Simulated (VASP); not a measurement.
# LiMg15O16 (a cell with a defect) in VASP: single point with r2SCAN

Aim: the single point of LiMg15O16 (a cell with a defect) with r2SCAN.

Program: VASP 6.6.1. These are calculated values, not measurements. Logs are shortened: lines on timing, memory, paths and dates and some standing lists are left out, and cuts for length are marked.

### Step 1. The cell of the first run

The cell holds a defect, 32 atoms: a = 7.282 Å, b = 7.282 Å, c = 7.282 Å, α = 109.47°, β = 109.47°, γ = 109.47°.

### Step 2. Single point, r2SCAN

The input, POSCAR:

```
LiMg15O16
1.0
   -4.2044019911      4.2044019911     -4.2044019911
   -4.2044019911     -4.2044019911      4.2044019911
    4.2044019911      4.2044019911      4.2044019911
Li Mg O
1 15 16
Direct
    0.2501029460      0.2496543183      0.5004362456
    0.0022429395      0.4967035675      0.4998801327
    0.0022503953      0.2493439046      0.7472701847
    0.7496302472      0.7492976543      0.4998939940
    0.7444746591      0.4967375537      0.7473094196
    0.7495953810      0.2493327938     -0.0001236081
    0.4969930847      0.0018958786      0.4998691777
    0.4970619008      0.7441509580      0.7472941413
    0.4970153676      0.4967490149     -0.0052612554
    0.4970492463      0.2493146867      0.2524959594
    0.2495696617      0.0018674492      0.7472920596
    0.2496606347      0.7493616281     -0.0001073275
    0.2495927484      0.4966883917      0.2525056982
    0.0022664102      0.0019791283      0.0051912194
    0.0022924965      0.7546022797      0.2525194583
    0.7549033506      0.0019843810      0.2525309888
   -0.0061556013     -0.0064736445      0.4998967826
    0.7496460072      0.2493033141      0.4998579881
    0.7495903635     -0.0006888036      0.7498474044
    0.5053972821      0.5050794668      0.4998852185
    0.5053617943      0.2493389934      0.7556073259
    0.4996218762     -0.0006615598     -0.0001133467
    0.2495965364      0.7493456095      0.4998954231
    0.2496599978      0.5051065856      0.7556448486
    0.2496251241      0.2493017239     -0.0001486473
    0.2496756132     -0.0064759480      0.2440577456
   -0.0003815409      0.7493117955      0.7498550588
   -0.0004073905      0.4992924659     -0.0001770575
   -0.0062278704      0.2493384074      0.2440509614
    0.7496482206      0.7493588405     -0.0000567295
    0.7496178111      0.4993235742      0.2498868632
    0.4995961321      0.7492943101      0.2499003001
```

The input, INCAR.step1:

```
ALGO = Normal
EDIFF = 1E-4
ENCUT = 520
GGA = PE
ISMEAR = 0
LASPH = True
LCHARG = False
LREAL = Auto
LWAVE = True
NBANDS = 86
NELECT = 130.0
NELM = 100
PREC = Accurate
SIGMA = 0.01
```

The input, INCAR.step2:

```
ALGO = Normal
EDIFF = 1E-7
ENCUT = 520
ISIF = 2
ISMEAR = 0
ISTART = 1
LASPH = True
LCHARG = False
LMIXTAU = True
LREAL = Auto
LWAVE = False
METAGGA = R2SCAN
NBANDS = 86
NELECT = 130.0
NELM = 100
PREC = Accurate
SIGMA = 0.01
```

The input, KPOINTS:

```
Automatic mesh
0
Gamma
  2 2 2
  0.5 0.5 0.5
```

Potentials or basis: VASP PAW PBE potentials, release 64 (Li_sv, Mg, O).

Started as:

```console
$ cat potpaw_PBE.64/Li_sv/POTCAR potpaw_PBE.64/Mg/POTCAR potpaw_PBE.64/O/POTCAR > POTCAR
$ cp INCAR.step1 INCAR
$ mpirun -np 1 vasp_std > vasp.out
$ cp INCAR.step2 INCAR
$ mpirun -np 1 vasp_std > vasp.out
```

OUTCAR:

```text
EDIFF = 1E-7
   ENCUT = 520
   ISIF = 2
   ISMEAR = 0
   ISTART = 1
   LASPH = True
   LREAL = Auto
   METAGGA = R2SCAN
   NELECT = 130.0
   NELM = 100
   PREC = Accurate

 ion  position               nearest neighbor table
   1  0.250  0.250  0.500-  21 2.15  24 2.15  20 2.15  17 2.15  26 2.15  29 2.15   9 2.94   5 2.94
                             8 2.94  11 2.94   7 2.94   3 2.94  10 2.94   2 2.94  13 2.94  15 2.94
   2  0.002  0.497  0.500-  29 2.08  24 2.08  18 2.10  23 2.10  27 2.12  31 2.12  16 2.94  13 2.94
                             3 2.94   8 2.94   1 2.94   6 2.97  12 2.97   4 3.00  11 3.00  10 3.00
   3  0.002  0.249  0.747-  17 2.08  24 2.08  18 2.10  25 2.10  28 2.12  19 2.12   1 2.94  16 2.94
                             2 2.94   9 2.94  11 2.94  12 2.97   4 2.97   5 3.00   6 3.00  13 3.00
   4  0.750  0.749  0.500-  17 2.05  20 2.05  27 2.10  31 2.10  19 2.10  32 2.10  11 2.97   8 2.97
                             5 2.97  10 2.97  13 2.97  15 2.97   3 2.97  16 2.97   9 3.00   2 3.00
   5  0.744  0.497  0.747-  21 2.08  20 2.08  18 2.10  30 2.10  28 2.12  27 2.12   1 2.94  10 2.94
                             8 2.94   7 2.94   9 2.94   6 2.97   4 2.97  12 3.00   3 3.00   2 3.00
   6  0.750  0.249  1.000-  29 2.05  21 2.05  22 2.10  31 2.10  28 2.10  19 2.10   5 2.97   9 2.97
                            13 2.97  16 2.97   2 2.97   7 2.97  11 2.97  14 2.97  10 3.00   8 3.00
   7  0.497  0.002  0.500-  26 2.08  21 2.08  23 2.10  18 2.10  19 2.12  32 2.12   1 2.94  15 2.94
                            10 2.94   5 2.94  11 2.94  12 2.97   6 2.97   8 3.00   4 3.00  13 3.00
   8  0.497  0.744  0.747-  24 2.08  20 2.08  30 2.10  23 2.10  19 2.12  22 2.12   1 2.94  13 2.94
                             2 2.94   5 2.94   9 2.94   4 2.97  12 2.97   6 3.00   7 3.00  14 3.00
   9  0.497  0.497  0.995-  24 2.08  21 2.08  25 2.10  30 2.10  32 2.12  31 2.12   1 2.94   3 2.94
[... 17 lines left out ...]
  19  0.750  0.999  0.750-   4 2.10   6 2.10   8 2.12   7 2.12   3 2.12  14 2.12
  20  0.505  0.505  0.500-   4 2.05  13 2.08  10 2.08   8 2.08   5 2.08   1 2.15
  21  0.505  0.249  0.756-   6 2.05   5 2.08   7 2.08   9 2.08  11 2.08   1 2.15
  22  0.500  0.999  1.000-  12 2.10   6 2.10  10 2.12  11 2.12   8 2.12  16 2.12
[... 8 lines left out ...]
  31  0.750  0.499  0.250-   4 2.10   6 2.10   9 2.12  10 2.12   2 2.12  15 2.12
  32  0.500  0.749  0.250-  12 2.10   4 2.10   9 2.12   7 2.12  13 2.12  16 2.12

  LATTYP: Found a body centered cubic cell.
 ALAT       =     8.4088039822

  Lattice vectors:

 A1 = (  -4.2044019911,   4.2044019911,  -4.2044019911)
 A2 = (  -4.2044019911,  -4.2044019911,   4.2044019911)
 A3 = (   4.2044019911,   4.2044019911,   4.2044019911)

Analysis of symmetry for initial positions (statically):
=====================================================================
 Subroutine PRICEL returns:
 Original cell was already a primitive cell.

 Routine SETGRP: Setting up the symmetry group for a
 body centered cubic supercell.

 Subroutine GETGRP returns: Found  1 space group operations
 (whereof  1 operations were pure point group operations)
 out of a pool of 48 trial point group operations.

The static configuration has the point symmetry C_1 .

Analysis of symmetry for dynamics (positions and initial velocities):
=====================================================================
 Subroutine PRICEL returns:
 Original cell was already a primitive cell.

 Routine SETGRP: Setting up the symmetry group for a
 body centered cubic supercell.

 Subroutine GETGRP returns: Found  1 space group operations
 (whereof  1 operations were pure point group operations)
 out of a pool of 48 trial point group operations.

The dynamic configuration has the point symmetry C_1 .

 Subroutine INISYM returns: Found  1 space group operations
 (whereof  1 operations are pure point group operations),
 and found     1 'primitive' translations

----------------------------------------------------------------------------------------

                                     Primitive cell

  volume of cell :     297.2848

  direct lattice vectors                    reciprocal lattice vectors
    -4.204401991  4.204401991 -4.204401991    -0.118922977  0.118922977  0.000000000
    -4.204401991 -4.204401991  4.204401991    -0.118922977  0.000000000  0.118922977
     4.204401991  4.204401991  4.204401991     0.000000000  0.118922977  0.118922977

  length of vectors
     7.282237864  7.282237864  7.282237864     0.168182487  0.168182487  0.168182487

  position of ions in fractional coordinates (direct lattice)
     0.250102946  0.249654318  0.500436246
     0.002242940  0.496703567  0.499880133
     0.002250395  0.249343905  0.747270185
     0.749630247  0.749297654  0.499893994
     0.744474659  0.496737554  0.747309420
     0.749595381  0.249332794  0.999876392
[... 24 lines left out ...]
     0.749617811  0.499323574  0.249886863
     0.499596132  0.749294310  0.249900300

  ion indices of the primitive-cell ions
   primitive index   ion index
                 1           1
                 2           2
                 3           3
                 4           4
                 5           5
                 6           6
[... 24 lines left out ...]
                31          31
                32          32

----------------------------------------------------------------------------------------

 KPOINTS: Automatic mesh

Automatic generation of k-mesh.
 Grid dimensions read from file:
 generate k-points for:    2    2    2

 Generating k-lattice:

  Cartesian coordinates                     Fractional coordinates (reciprocal lattice)
    -0.059461488  0.059461488  0.000000000     0.500000000  0.000000000  0.000000000
    -0.059461488  0.000000000  0.059461488     0.000000000  0.500000000  0.000000000
     0.000000000  0.059461488  0.059461488     0.000000000  0.000000000  0.500000000

  Length of vectors
     0.084091243  0.084091243  0.084091243

  Shift w.r.t. Gamma in fractional coordinates (k-lattice)
     0.500000000  0.500000000  0.500000000

 Subroutine IBZKPT returns following result:
 ===========================================

 Found      4 irreducible k-points:

 Following reciprocal coordinates:
            Coordinates               Weight
  0.250000  0.250000  0.250000      2.000000
 -0.250000  0.250000  0.250000      2.000000
  0.250000 -0.250000  0.250000      2.000000
  0.250000  0.250000 -0.250000      2.000000
   k-points           NKPTS =      4   k-points in BZ     NKDIM =      4   number of bands    NBANDS=     86
   number of dos      NEDOS =    301   number of ions     NIONS =     32
   total plane-waves  NPLWV = 157464
   dimension x,y,z NGX =    54 NGY =   54 NGZ =   54
   dimension x,y,z NGXF=   108 NGYF=  108 NGZF=  108
   ions per type =               1  15  16
   NGX,Y,Z   is equivalent  to a cutoff of  12.33, 12.33, 12.33 a.u.
   NGXF,Y,Z  is equivalent  to a cutoff of  24.66, 24.66, 24.66 a.u.
 SYSTEM =  unknown system
   PREC   = accura    normal or accurate (medium, high low for compatibility)
   ISTART =      1    job   : 0-new  1-cont  2-samecut
   ICHARG =      0    charge: 1-file 2-atom 10-const
   ISPIN  =      1    spin polarized calculation?
   LNONCOLLINEAR =      F non collinear calculations
   LSORBIT =      F    spin-orbit coupling
   LASPH  =      T    aspherical Exc in radial PAW
   ENCUT  =  520.0 eV  38.22 Ry    6.18 a.u.  13.54 13.54 13.54*2*pi/ulx,y,z
   NELM   =    100;   NELMIN=  2; NELMDL=  0     # of ELM steps
   EDIFF  = 0.1E-06   stopping-criterion for ELM
   LREAL  =      T    real-space projection
   EDIFFG = 0.1E-05   stopping-criterion for IOM
   NSW    =      0    number of steps for IOM
   IBRION =     -1    ionic relax: 0-MD 1-quasi-New 2-CG
   NFREE  =      0    steps in history (QN), initial steepest desc. (CG)
   ISIF   =      2    stress and relaxation
   ISYM   =      2    0-nonsym 1-usesym 2-fastsym
   POTIM  = 0.5000    time-step for ionic-motion
   TEBEG  =    0.0;   TEEND  =   0.0 temperature during run
   PSTRESS=    0.0 pullay stress
   NELECT =     130.0000    total number of electrons
   NUPDOWN=      -1.0000    fix difference up-down
   EMIN   =  10.00;   EMAX   =-10.00  energy-range for DOS
   EFERMI =   0.00;   METHOD = LEGACY
   ISMEAR =     0;   SIGMA  =   0.01  broadening in eV -4-tet -1-fermi 0-gaus
   EFERMI_NEDOS =   21; number of points for ismear=-14 and -15
   IALGO  =     38    algorithm
   IMIX   =      4    mixing-type and parameters
     AMIX     =   0.40;   BMIX     =  1.00
     AMIX_MAG =   1.60;   BMIX_MAG =  1.00
  volume/ion in A,a.u.               =       9.29        62.69
  Fermi-wavevector in a.u.,A,eV,Ry     =   1.242601  2.348176 21.008176  1.544057
  Thomas-Fermi vector in A             =   2.376948
   LORBIT       =      0    0 simple, 1 ext, 2 COOP (PROOUT), +10 PAW based schemes
   METAGGA = R2SCAN    functional components
   LHFCALC =     F    Hartree Fock is set to
   AEXX    =    0.0000 exact exchange contribution
   IVDW    =     0    specifies the selected vdW correction
   LEPSILON=     F    determine dielectric tensor
   LRPA    =     F    only Hartree local field effects (RPA)
 non-spin polarized calculation
 Gauss-broadening in eV      SIGMA  =   0.01
  energy-cutoff  :      520.00
  volume of cell :      297.28
 maximum number of plane-waves:      8012
 NGX is ok and might be reduce to    54
   NGX = 27   NGY = 27   NGZ = 27

 number of electron     130.0000033 magnetization

 Free energy of the ion-electron system (eV)
  ---------------------------------------------------
  ext. energy  EPLUGINS =         0.00000000
  ---------------------------------------------------
  free energy    TOTEN  =      -250.41414506 eV

  energy without entropy =     -250.41414506  energy(sigma->0) =     -250.41414506

 E-fermi :   2.5809     XC(G=0): -11.5823

 val. band max:        2.5194441708   @ k =   0.2500   0.2500   0.2500
 cond. band min:       9.6161667735   @ k =  -0.2500   0.2500   0.2500
 fundamental gap:      7.0967226027
 Fermi energy:         2.5809160334

 k-point     1 :       0.2500    0.2500    0.2500
  band No.  band energies     occupation
      1     -41.3434      2.00000
      2     -15.0102      2.00000
      3     -15.0097      2.00000
      4     -15.0096      2.00000
      5     -14.8568      2.00000
      6     -14.3092      2.00000
[... 309 lines left out ...]
     76      13.5472      0.00000
     77      13.7402      0.00000
 [bands above 77 left out]

------------------------ aborting loop because EDIFF is reached ----------------------------------------

  FORCE on cell =-STRESS in cart. coord.  units (eV):
  Direction    XX          YY          ZZ          XY          YZ          ZX
  --------------------------------------------------------------------------------------
  -------------------------------------------------------------------------------------
  Total        4.2965096      4.2967938      4.2927948      0.0166589     -0.0035745     -0.0059111
  in kB       23.1554740     23.1570058     23.1354536      0.0897808     -0.0192641     -0.0318572
  external PRESSURE =      23.1493111 kB  Pullay stress =       0.0000000 kB

 VOLUME and BASIS-vectors are now :
 -----------------------------------------------------------------------------
  energy-cutoff  :      520.00
  volume of cell :      297.28
      direct lattice vectors                 reciprocal lattice vectors
    -4.204401991  4.204401991 -4.204401991    -0.118922977  0.118922977  0.000000000
    -4.204401991 -4.204401991  4.204401991    -0.118922977  0.000000000  0.118922977
     4.204401991  4.204401991  4.204401991     0.000000000  0.118922977  0.118922977

 POSITION                                       TOTAL-FORCE (eV/Angst)
 -----------------------------------------------------------------------------------
      0.00285      2.10592      2.10215         0.001479     -0.012564     -0.005507
      0.00393      0.02279      4.18061        -0.002396     -0.003055      0.001462
      2.08402      2.10294      4.18070         0.005500      0.000673     -0.000628
     -4.20034      2.10315      2.10036         0.002327     -0.002352      0.002009
     -2.07657      4.18358      2.10040        -0.000107      0.001248      0.001385
      0.00399      6.30719      2.10058        -0.001776     -0.001283     -0.000014
[... 24 lines left out ...]
     -4.20043      2.10296     -0.00171         0.000262     -0.000914      0.000534
     -4.20016      0.00085      2.10051        -0.000439     -0.000954     -0.000369
 -----------------------------------------------------------------------------------
    total drift:                               -0.010837     -0.006578     -0.004472

  FREE ENERGIE OF THE ION-ELECTRON SYSTEM (eV)
  ---------------------------------------------------
  free  energy   TOTEN  =      -250.4141450609 eV

  energy  without entropy=     -250.4141450609  energy(sigma->0) =     -250.41414506
```

Run time: 27 min. Hardware: 1 thread of Intel Xeon 8259CL, shared host; peak memory 0.48 GiB.

What came out:

```yaml
Free_energy: -250.4141 eV
Largest_force: 0.022 eV/Å
```

Forces in eV/Å, atoms in the order of the input:
```
Li   0.001 -0.013 -0.006
Mg  -0.002 -0.003  0.001
Mg   0.005  0.001 -0.001
Mg   0.002 -0.002  0.002
Mg   0.000  0.001  0.001
Mg  -0.002 -0.001  0.000
Mg  -0.004  0.003 -0.002
Mg   0.000  0.000  0.001
Mg  -0.004  0.003  0.000
Mg   0.000 -0.001 -0.001
Mg  -0.002  0.000  0.001
Mg   0.001  0.000 -0.003
Mg  -0.002 -0.001 -0.001
Mg  -0.003 -0.004 -0.004
Mg   0.005 -0.001 -0.002
Mg   0.005  0.000  0.000
O    0.022  0.000  0.000
O   -0.003  0.000  0.004
O    0.001  0.002  0.002
O   -0.013  0.001  0.002
O    0.000  0.018  0.000
O    0.002  0.000 -0.003
O   -0.004  0.002 -0.003
O   -0.001  0.001  0.017
O   -0.001  0.001  0.004
O    0.000  0.000 -0.012
O    0.003  0.002  0.002
O    0.001  0.002  0.001
O   -0.003 -0.010 -0.002
O   -0.005 -0.002 -0.002
O    0.000 -0.001  0.001
O    0.000 -0.001  0.000
```

Caveat: the cell carries a net charge on a neutralising background, which shifts energy and pressure; the cell is charged against a uniform background, so pressure and absolute levels hang on convention; the cutoff is under 1.25 times the usual one of these potentials, so pressure, stress and relaxed cells hold a basis-set (Pulay) error; the PAW data sets were made with another functional, which shifts forces and pressure a little.
